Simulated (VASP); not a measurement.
# Sc2BP3 (Pm) in VASP: notebook

Runs on Sc2BP3. Level: PBE. Tasks: single point, relaxation of cell and atoms.

Everything below comes from runs of VASP 6.6.1. Logs are shortened: lines on timing, memory, paths and dates and some standing lists are left out, and cuts for length are marked.

### 1 The cell of the first run

Symmetry: Pm, No. 6, monoclinic system. The conventional cell has a = 3.924 Å, b = 3.300 Å, c = 7.363 Å, α = 90.00°, β = 104.87°, γ = 90.00°. Sc (site symmetry m) has 7 P at 2.56 to 2.86 Å and 2 B at 2.62 Å and 2 Sc at 3.30 Å within 3.4 Å. Within 3.4 Å of Sc (site symmetry m) lie 2 B at 2.56 to 2.63 Å and 7 P at 2.62 to 2.82 Å and 2 Sc at 3.30 Å. B (site symmetry m) has 2 P at 1.96 Å and 1 Sc at 2.56 Å within 2.6 Å. Within 3.1 Å of P (site symmetry m) lie 3 P at 2.35 to 3.05 Å and 5 Sc at 2.66 to 2.86 Å. Within 3.1 Å of P (site symmetry m) lie 2 P at 2.35 Å and 5 Sc at 2.69 to 2.85 Å. P (site symmetry m) has 2 B at 1.96 Å and 1 Sc at 2.56 Å within 2.6 Å.

### 2 Single point, PBE

File INCAR:

```
SYSTEM = Sc2BP3
ALGO = Normal
EDIFF = 1E-6
ENCUT = 520
GGA = PE
ISIF = 2
ISMEAR = 0
LASPH = .True.
LCHARG = .False.
LREAL = .False.
LWAVE = .False.
NBANDS = 29
NELM = 60
PREC = Accurate
SIGMA = 0.1
```

File KPOINTS:

```
k-points
0
Gamma
  4 6 4
  0 0 0
```

File POSCAR:

```
Sc2BP3
1.0
    3.9235823364      0.0000000000      0.0000000000
    0.0000000000      3.2995142828      0.0000000000
   -1.8898620235      0.0000000000      7.1165790881
Sc B P
2 1 3
Direct
    0.5169920342      0.5000000000      0.2475377359
    0.9825995479      0.0000000000      0.7489372929
    0.6084781786      0.0000000000      0.9870963200
    0.3890697759      0.5000000000      0.6132295519
    0.1175099509      0.0000000000      0.3960563747
    0.8853505125      0.5000000000      0.0071427247
```

Potentials or basis: VASP PAW PBE potentials, release 64 (Sc_sv, B, P).

Launch:

```console
cat potpaw_PBE.64/Sc_sv/POTCAR potpaw_PBE.64/B/POTCAR potpaw_PBE.64/P/POTCAR > POTCAR
mpirun -np 1 vasp_std > vasp.out
```

OUTCAR:

```text
SYSTEM = Sc2BP3
   EDIFF = 1E-6
   ENCUT = 520
   GGA = PE
   ISIF = 2
   ISMEAR = 0
   LASPH = .True.
   LREAL = .False.
   NELM = 60
   PREC = Accurate

 ion  position               nearest neighbor table
   1  0.517  0.500  0.248-   6 2.56   3 2.62   3 2.62   6 2.65   5 2.69   5 2.69   5 2.85   5 2.85
                             4 2.86
   2  0.983  0.000  0.749-   3 2.56   6 2.62   6 2.62   3 2.63   4 2.66   4 2.66   5 2.78   4 2.82
                             4 2.82
   3  0.608  0.000  0.987-   6 1.96   6 1.96   2 2.56   1 2.62   1 2.62   2 2.63
   4  0.389  0.500  0.613-   5 2.35   5 2.35   2 2.66   2 2.66   2 2.82   2 2.82   1 2.86
   5  0.118  0.000  0.396-   4 2.35   4 2.35   1 2.69   1 2.69   2 2.78   1 2.85   1 2.85
   6  0.885  0.500  0.007-   3 1.96   3 1.96   1 2.56   2 2.62   2 2.62   1 2.65

  LATTYP: Found a simple monoclinic cell.
 ALAT       =     3.9235823364
 B/A-ratio  =     0.8409443208
 C/A-ratio  =     1.8766620759
 COS(beta)  =    -0.2566618082

  Lattice vectors:

 A1 = (   3.9235823364,   0.0000000000,   0.0000000000)
 A2 = (   0.0000000000,   3.2995142828,   0.0000000000)
 A3 = (  -1.8898620235,   0.0000000000,   7.1165790881)

Analysis of symmetry for initial positions (statically):
=====================================================================
 Subroutine PRICEL returns:
 Original cell was already a primitive cell.

 Routine SETGRP: Setting up the symmetry group for a
 simple monoclinic supercell.

 Subroutine GETGRP returns: Found  2 space group operations
 (whereof  2 operations were pure point group operations)
 out of a pool of  4 trial point group operations.

The static configuration has the point symmetry C_1h.

Analysis of symmetry for dynamics (positions and initial velocities):
=====================================================================
 Subroutine PRICEL returns:
 Original cell was already a primitive cell.

 Routine SETGRP: Setting up the symmetry group for a
 simple monoclinic supercell.

 Subroutine GETGRP returns: Found  2 space group operations
 (whereof  2 operations were pure point group operations)
 out of a pool of  4 trial point group operations.

The dynamic configuration has the point symmetry C_1h.

 Subroutine INISYM returns: Found  2 space group operations
 (whereof  2 operations are pure point group operations),
 and found     1 'primitive' translations

----------------------------------------------------------------------------------------

                                     Primitive cell

  volume of cell :      92.1306

  direct lattice vectors                    reciprocal lattice vectors
     3.923582336  0.000000000  0.000000000     0.254869126  0.000000000  0.067682446
     0.000000000  3.299514283  0.000000000     0.000000000  0.303074912  0.000000000
    -1.889862024  0.000000000  7.116579088     0.000000000  0.000000000  0.140516952

  length of vectors
     3.923582336  3.299514283  7.363238173     0.263702834  0.303074912  0.140516952

  position of ions in fractional coordinates (direct lattice)
     0.516992034  0.500000000  0.247537736
     0.982599548  0.000000000  0.748937293
     0.608478179  0.000000000  0.987096320
     0.389069776  0.500000000  0.613229552
     0.117509951  0.000000000  0.396056375
     0.885350512  0.500000000  0.007142725

  ion indices of the primitive-cell ions
   primitive index   ion index
                 1           1
                 2           2
                 3           3
                 4           4
                 5           5
                 6           6

----------------------------------------------------------------------------------------

 KPOINTS: k-points

Automatic generation of k-mesh.
 Grid dimensions read from file:
 generate k-points for:    4    6    4

 Generating k-lattice:

  Cartesian coordinates                     Fractional coordinates (reciprocal lattice)
     0.063717281  0.000000000  0.016920612     0.250000000  0.000000000  0.000000000
     0.000000000  0.050512485  0.000000000     0.000000000  0.166666667  0.000000000
     0.000000000  0.000000000  0.035129238     0.000000000  0.000000000  0.250000000

  Length of vectors
     0.065925709  0.050512485  0.035129238

  Shift w.r.t. Gamma in fractional coordinates (k-lattice)
     0.000000000  0.000000000  0.000000000

 Subroutine IBZKPT returns following result:
 ===========================================

 Found     40 irreducible k-points:

 Following reciprocal coordinates:
            Coordinates               Weight
  0.000000  0.000000  0.000000      1.000000
  0.250000  0.000000  0.000000      2.000000
  0.500000  0.000000  0.000000      1.000000
  0.000000  0.166667  0.000000      2.000000
  0.250000  0.166667  0.000000      4.000000
  0.500000  0.166667  0.000000      2.000000
[... 16 lines left out ...]
  0.500000  0.333333  0.250000      4.000000
 -0.250000  0.333333  0.250000      4.000000
 [... further k-points ...]
   k-points           NKPTS =     40   k-points in BZ     NKDIM =     40   number of bands    NBANDS=     29
   number of dos      NEDOS =    301   number of ions     NIONS =      6
   total plane-waves  NPLWV =  47040
   dimension x,y,z NGX =    30 NGY =   28 NGZ =   56
   dimension x,y,z NGXF=    60 NGYF=   56 NGZF=  112
   ions per type =               2   1   3
   NGX,Y,Z   is equivalent  to a cutoff of  12.71, 14.11, 12.64 a.u.
   NGXF,Y,Z  is equivalent  to a cutoff of  25.42, 28.22, 25.29 a.u.
 SYSTEM =  Sc2BP3
   PREC   = accura    normal or accurate (medium, high low for compatibility)
   ISTART =      0    job   : 0-new  1-cont  2-samecut
   ICHARG =      2    charge: 1-file 2-atom 10-const
   ISPIN  =      1    spin polarized calculation?
   LNONCOLLINEAR =      F non collinear calculations
   LSORBIT =      F    spin-orbit coupling
   LASPH  =      T    aspherical Exc in radial PAW
   ENCUT  =  520.0 eV  38.22 Ry    6.18 a.u.   7.30  6.13 13.69*2*pi/ulx,y,z
   NELM   =     60;   NELMIN=  2; NELMDL= -5     # of ELM steps
   EDIFF  = 0.1E-05   stopping-criterion for ELM
   LREAL  =      F    real-space projection
   EDIFFG = 0.1E-04   stopping-criterion for IOM
   NSW    =      0    number of steps for IOM
   IBRION =     -1    ionic relax: 0-MD 1-quasi-New 2-CG
   NFREE  =      0    steps in history (QN), initial steepest desc. (CG)
   ISIF   =      2    stress and relaxation
   ISYM   =      2    0-nonsym 1-usesym 2-fastsym
   POTIM  = 0.5000    time-step for ionic-motion
   TEBEG  =    0.0;   TEEND  =   0.0 temperature during run
   PSTRESS=    0.0 pullay stress
   NELECT =      40.0000    total number of electrons
   NUPDOWN=      -1.0000    fix difference up-down
   EMIN   =  10.00;   EMAX   =-10.00  energy-range for DOS
   EFERMI =   0.00;   METHOD = LEGACY
   ISMEAR =     0;   SIGMA  =   0.10  broadening in eV -4-tet -1-fermi 0-gaus
   EFERMI_NEDOS =   21; number of points for ismear=-14 and -15
   IALGO  =     38    algorithm
   IMIX   =      4    mixing-type and parameters
     AMIX     =   0.40;   BMIX     =  1.00
     AMIX_MAG =   1.60;   BMIX_MAG =  1.00
  volume/ion in A,a.u.               =      15.36       103.62
  Fermi-wavevector in a.u.,A,eV,Ry     =   1.239634  2.342569 20.907970  1.536692
  Thomas-Fermi vector in A             =   2.374109
   LORBIT       =      0    0 simple, 1 ext, 2 COOP (PROOUT), +10 PAW based schemes
   GGA     = PE    functional components
   LHFCALC =     F    Hartree Fock is set to
   AEXX    =    0.0000 exact exchange contribution
   IVDW    =     0    specifies the selected vdW correction
   LEPSILON=     F    determine dielectric tensor
   LRPA    =     F    only Hartree local field effects (RPA)
 non-spin polarized calculation
 Gauss-broadening in eV      SIGMA  =   0.10
  energy-cutoff  :      520.00
  volume of cell :       92.13
 maximum number of plane-waves:      2504
 NGX is ok and might be reduce to    30
   NGX = 15   NGY = 13   NGZ = 27

 number of electron      40.0000004 magnetization

 Free energy of the ion-electron system (eV)
  ---------------------------------------------------
  ext. energy  EPLUGINS =         0.00000000
  ---------------------------------------------------
  free energy    TOTEN  =       -39.20287267 eV

  energy without entropy =      -39.19492565  energy(sigma->0) =      -39.19889916

 E-fermi :   7.0666     XC(G=0): -10.9993

 val. band max:        7.0549917903   @ k =  -0.2500   0.0000   0.2500
 cond. band min:       7.1009174726   @ k =   0.0000   0.0000   0.2500
 fundamental gap:      0.0459256823
 Fermi energy:         7.0665973017

 k-point     1 :       0.0000    0.0000    0.0000
  band No.  band energies     occupation
      1     -42.2140      2.00000
      2     -42.1262      2.00000
      3     -20.9641      2.00000
      4     -20.9072      2.00000
      5     -20.8808      2.00000
      6     -20.7746      2.00000
[... 21 lines left out ...]
     28      10.4164      0.00000
     29      10.7642      0.00000

 k-point     2 :       0.2500    0.0000    0.0000
  band No.  band energies     occupation
      1     -42.2128      2.00000
      2     -42.1250      2.00000
      3     -20.9553      2.00000
      4     -20.9353      2.00000
      5     -20.8830      2.00000
      6     -20.8023      2.00000
[... 21 lines left out ...]
     28      10.4890      0.00000
     29      10.6705      0.00000

 k-point     3 :       0.5000    0.0000    0.0000
  band No.  band energies     occupation
      1     -42.2116      2.00000
      2     -42.1239      2.00000
      3     -20.9685      2.00000
      4     -20.9400      2.00000
      5     -20.8866      2.00000
      6     -20.8296      2.00000
[... 638 lines left out ...]
      5     -20.8687      2.00000
      6     -20.8572      2.00000
[... 21 lines left out ...]
     28      10.9651      0.00000
     29      11.4149      0.00000

 k-point    24 :      -0.2500    0.3333    0.2500
  band No.  band energies     occupation
      1     -42.1991      2.00000
      2     -42.1106      2.00000
      3     -20.9334      2.00000
      4     -20.9111      2.00000
      5     -20.8684      2.00000
      6     -20.8627      2.00000
[... 21 lines left out ...]
     28      10.8652      0.00000
     29      10.9489      0.00000

 [... further k-points ...]

------------------------ aborting loop because EDIFF is reached ----------------------------------------

  FORCE on cell =-STRESS in cart. coord.  units (eV):
  Direction    XX          YY          ZZ          XY          YZ          ZX
  --------------------------------------------------------------------------------------
  -------------------------------------------------------------------------------------
  Total        1.7751310      0.3150893     -0.2708608      0.0000000      0.0000000     -0.3630683
  in kB       30.8700215      5.4794903     -4.7103439      0.0000000      0.0000000     -6.3138581
  external PRESSURE =      10.5463893 kB  Pullay stress =       0.0000000 kB

 VOLUME and BASIS-vectors are now :
 -----------------------------------------------------------------------------
  energy-cutoff  :      520.00
  volume of cell :       92.13
      direct lattice vectors                 reciprocal lattice vectors
     3.923582336  0.000000000  0.000000000     0.254869126  0.000000000  0.067682446
     0.000000000  3.299514283  0.000000000     0.000000000  0.303074912  0.000000000
    -1.889862024  0.000000000  7.116579088     0.000000000  0.000000000  0.140516952

 POSITION                                       TOTAL-FORCE (eV/Angst)
 -----------------------------------------------------------------------------------
      1.56065      1.64976      1.76162         0.012710      0.000000     -0.014861
      2.43992      0.00000      5.32987         0.003613      0.000000      0.051416
      0.52194      0.00000      7.02475         0.023750      0.000000      0.003761
      0.36763      1.64976      4.36410        -0.075319      0.000000     -0.039603
     -0.28743      0.00000      2.81857         0.095874      0.000000      0.019778
      3.46025      1.64976      0.05083        -0.060629      0.000000     -0.020491
 -----------------------------------------------------------------------------------
    total drift:                               -0.000141      0.000000      0.000363

  FREE ENERGIE OF THE ION-ELECTRON SYSTEM (eV)
  ---------------------------------------------------
  free  energy   TOTEN  =       -39.2028726712 eV

  energy  without entropy=      -39.1949256497  energy(sigma->0) =      -39.19889916
```

Run time: 60 s. Hardware: 1 thread of Intel Xeon 6975P-C (Granite Rapids), shared host; peak memory 0.26 GiB.

What came out:

| Quantity | Value |
| --- | --- |
| Free energy | -39.2029 eV |
| Pressure | 1.1 GPa |
| Largest force | 0.098 eV/Å |
| Band gap on the k mesh | zero (band 20 reaches 7.94 eV, above the bottom of band 21 at 6.73 eV) |

Forces on the atoms (eV/Å):
```
Sc   0.013  0.000 -0.015
Sc   0.004  0.000  0.051
B    0.024  0.000  0.004
P   -0.075  0.000 -0.040
P    0.096  0.000  0.020
P   -0.061  0.000 -0.020
```

Caveat: the k points lie up to 0.41 Å⁻¹ apart.

### 3 Single point, PBE

This run uses another cell than the first one, of 15.44 Å³/atom, 1.005 times its volume.

File INCAR:

```
SYSTEM = Sc2BP3
  PREC = Accurate
  ENCUT = 520
  EDIFF = 1E-6
  ISMEAR = 0
  SIGMA = 0.1
  LREAL = .FALSE.
  LASPH = .TRUE.
  NELM = 80
  ALGO = Normal
  ISIF = 2
  LWAVE = .FALSE.
  LCHARG = .TRUE.
  GGA = PE
  LELF = .TRUE.
  LVHAR = .TRUE.
  NBANDS = 29
```

File KPOINTS:

```
regular mesh
0
G
  4 6 4
  0 0 0
```

File POSCAR:

```
Sc2BP3
1.0
    4.0358041028      0.0000000000     -0.0236940641
    0.0000000000      3.2981276035      0.0000000000
   -1.9868918047      0.0000000000      6.9711413346
Sc B P
2 1 3
Direct
    0.5137633706      0.5000000000      0.2460672057
    0.9889187652      0.0000000000      0.7519077756
    0.6064609098      0.0000000000      0.9789008994
    0.3878973125      0.5000000000      0.6174739012
    0.1210219311      0.0000000000      0.3942664375
    0.8819377108      0.5000000000      0.0113837807
```

Potentials or basis: VASP PAW PBE potentials, release 64 (Sc_sv, B, P).

Launch:

```console
cat potpaw_PBE.64/Sc_sv/POTCAR potpaw_PBE.64/B/POTCAR potpaw_PBE.64/P/POTCAR > POTCAR
mpirun -np 1 vasp_std > vasp.out
```

Wall time 64 s (1 thread of Intel Xeon 6975P-C (Granite Rapids), shared host); peak memory 0.25 GiB.

Results (log left out):

```yaml
Free_energy: -39.2405 eV
Pressure: 0.1 GPa
Largest_force: 0.045 eV/Å
Band_gap_on_the_k_mesh: zero (band 20 reaches 7.76 eV, above the bottom of band 21 at 6.71 eV)
```

Forces on the atoms (eV/Å):
```
Sc  -0.002  0.000 -0.002
Sc   0.006  0.000 -0.009
B    0.015  0.000 -0.009
P   -0.015  0.000 -0.039
P    0.011  0.000  0.044
P   -0.016  0.000  0.016
```

Stress tensor (GPa, compression positive):
```
 0.30  0.00 -0.16
 0.00  0.03  0.00
-0.16  0.00  0.01
```

Levels at points of the mesh, in eV from the Fermi level:
```csv
k point,band 17,band 18,band 19,band 20,band 21,band 22,band 23,band 24
"(0.00, 0.00, 0.00)",-2.68,-2.29,-1.71,-0.79,-0.41,1.59,1.99,2.35
"(0.50, 0.00, 0.00)",-2.02,-0.84,-0.55,0.64,1.00,1.11,1.27,1.71
"(0.00, 0.50, 0.00)",-2.62,-1.57,-1.39,-0.65,0.03,0.62,0.96,1.06
"(0.50, 0.50, 0.00)",-3.64,-3.19,-2.91,-1.75,0.97,1.33,2.11,2.30
"(0.00, 0.00, 0.50)",-2.23,-1.82,-1.27,-0.97,0.81,1.79,1.86,2.03
"(0.50, 0.00, 0.50)",-2.74,-2.14,-0.30,0.32,0.34,1.49,1.50,1.86
"(0.00, 0.50, 0.50)",-2.76,-2.57,-2.49,-1.37,0.89,1.07,1.86,2.12
"(0.50, 0.50, 0.50)",-3.38,-2.78,-1.74,-0.52,0.33,0.50,1.92,2.20
```

Caveat: the k points lie up to 0.41 Å⁻¹ apart.

[end of part 1 of 2]
